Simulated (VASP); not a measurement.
Write the native input for VASP 6.6.1 that does the following.

```yaml
Task: single point
Functional: PBE
Potentials_or_basis: VASP PAW PBE potentials, release 64 (Bi_d, P)
Cutoff: 520 eV
k_mesh: 12 × 12 × 12
Occupations: gaussian, width 0.1 eV
Spin: no spin polarisation
Dipole_correction: no
Further_INCAR_settings: ALGO = Normal; EDIFF = 1e-06; NBANDS = 20
```

The structure of BiP2 lies in POSCAR:

```
BiP2
1.0
    0.0000000000      3.3626105879      3.3626105879
    3.3626105879      0.0000000000      3.3626105879
    3.3626105879      3.3626105879      0.0000000000
Bi P
1 2
Direct
    0.0000000000      0.0000000000      0.0000000000
    0.2500000000      0.2500000000      0.2500000000
    0.7500000000      0.7500000000      0.7500000000
```

One way to write it, as run:

INCAR

```
SYSTEM = BiP2
PREC = Accurate
ENCUT = 520
EDIFF = 1E-6
ISMEAR = 0
SIGMA = 0.1
LREAL = .FALSE.
LASPH = .TRUE.
NELM = 60
ALGO = Normal
ISIF = 2
LWAVE = .FALSE.
LCHARG = .TRUE.
GGA = PE
LELF = .TRUE.
LVHAR = .TRUE.
NBANDS = 20
```

KPOINTS

```
Automatic mesh
0
G
  12 12 12
  0 0 0
```

Potentials or basis: VASP PAW PBE potentials, release 64 (Bi_d, P).

Run with:

```sh
$ cat potpaw_PBE.64/Bi_d/POTCAR potpaw_PBE.64/P/POTCAR > POTCAR
$ mpirun -np 1 vasp_std > vasp.out
```

Results of the run:

The pressure is 0.0 GPa and the band gap on the k mesh is zero (an odd number of electrons rules out a gap without spin polarisation).

Caveat: spin-orbit coupling is left out, which moves the levels of the heavy elements; an odd number of electrons without spin polarisation forces a metal; a magnetic or distorted state may lie lower.

Wall time 41 s on 1 thread of Intel(R) Xeon(R) 6975P-C (Granite Rapids), on a shared host, peak memory 0.26 GiB.
